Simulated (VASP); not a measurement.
A run of VASP 6.6.1 is set up as follows.

File INCAR:

```
PREC = Accurate ; ENCUT = 600
EDIFF = 1E-6 ; ISMEAR = 0
SIGMA = 0.02 ; LREAL = F
LASPH = T ; NELM = 100
ALGO = Normal ; ISIF = 3
LWAVE = F ; LCHARG = F
GGA = PE ; IBRION = 2
NSW = 100 ; EDIFFG = -0.01
```

File KPOINTS:

```
Automatic mesh
0
Gamma
  12 12 6
```

The input POSCAR:

```
SiC
1.0
    3.0917664127      0.0000000000      0.0000000000
   -1.5458832064      2.6775482560      0.0000000000
    0.0000000000      0.0000000000      5.0740211635
Si C
2 2
Direct
    0.3333333333      0.6666666667      0.0045635262
    0.6666666667      0.3333333333      0.5045635262
    0.3333333333      0.6666666667      0.3804364638
    0.6666666667      0.3333333333      0.8804364638
```

Potentials or basis: VASP PAW PBE potentials, release 64 (Si, C).

The run is started by

```sh
$ cat potpaw_PBE.64/Si/POTCAR potpaw_PBE.64/C/POTCAR > POTCAR
$ mpirun -np 1 vasp_std > vasp.out
```

Question: What does it give for the relaxed volume?

Answer: 10.49 Å³/atom.

Question: What does it give for the relaxed cell?

Answer: a = 3.091 Å, b = 3.091 Å, c = 5.073 Å, α = 90.00°, β = 90.00°, γ = 120.00°.

Question: What does it give for the space group after relaxing (to 0.05 Å)?

Answer: P6_3mc (No. 186).

Final structure:
```cif
data_structure
_symmetry_space_group_name_H-M 'P 1'
_symmetry_Int_Tables_number 1
_cell_length_a 3.0911
_cell_length_b 3.0911
_cell_length_c 5.0728
_cell_angle_alpha 90.000
_cell_angle_beta 90.000
_cell_angle_gamma 120.000
_cell_volume 41.97
loop_
_atom_site_label
_atom_site_type_symbol
_atom_site_fract_x
_atom_site_fract_y
_atom_site_fract_z
_atom_site_occupancy
Si1 Si 0.33333 0.66667 0.00458 1
Si2 Si 0.66667 0.33333 0.50458 1
C1 C 0.33333 0.66667 0.38042 1
C2 C 0.66667 0.33333 0.88042 1
```
